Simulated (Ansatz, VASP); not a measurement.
# P in VASP and in Ansatz

Contents of INCAR:

```
ALGO = Normal
EDIFF = 1E-7
ENCUT = 520
GGA = PE
ISIF = 2
ISMEAR = 0
LASPH = True
LCHARG = True
LELF = True
LREAL = False
LVHAR = True
LWAVE = False
NBANDS = 8
NELM = 80
PREC = Accurate
SIGMA = 0.1
```

Contents of KPOINTS:

```
k-points
0
Gamma
  6 6 6
```

The input POSCAR:

```
P
1.0
    1.7539435800     -1.8501295700      0.0000000000
    1.7539435800      1.8501295700      0.0000000000
    0.0000000000      0.0000000000      2.8406879700
P
1
Direct
    0.0000000000      0.0000000000      0.0000000000
```

Input for Ansatz:

```yaml
crystal:
  lattice:
    - [1.75394358, -1.85012957, 0.0]
    - [1.75394358, 1.85012957, 0.0]
    - [0.0, 0.0, 2.84068797]
  atoms:
    - { symbol: P, position: [0.0, 0.0, 0.0] }
basis:
  ecutwfc: 420
kpoints:
  mp_grid: { grid: [6, 6, 6] }
hamiltonian:
  xc: pbe
scf:
  occupations: { method: gaussian, width: 0.1 }
  lower_state_search: "off"
output:
  forces: true
  stress: true
  eigenvalues: true
```

Alike in both runs: task single point; functional PBE; k mesh 6 × 6 × 6; occupations gaussian, width 0.1 eV; no spin polarisation.

|  | VASP | Ansatz |
| --- | --- | --- |
| version | VASP 6.6.1 | Ansatz 0.2.0 |
| potentials or method | VASP PAW PBE potentials, release 64 (P), cutoff 520 eV | scalar-relativistic, plane waves, PAW |
| valence electrons in the cell | 5 | 5 |

|  | VASP | Ansatz | Ansatz less VASP |
| --- | --- | --- | --- |
| gap on the k mesh at the Fermi level (eV) | none | none | - |
| pressure (GPa) | -13.0 | -12.9 | +0.10 |
| traceless stress, the component that is largest in VASP (GPa) | 3.31 | 3.32 | +0.013 |

A gap of «none» marks a metal or a gap that the smearing closes. With one functional, cell and mesh, what is left measures potentials, basis and numerics.

The k mesh is coarse, so the values compare programs but aren't converged.
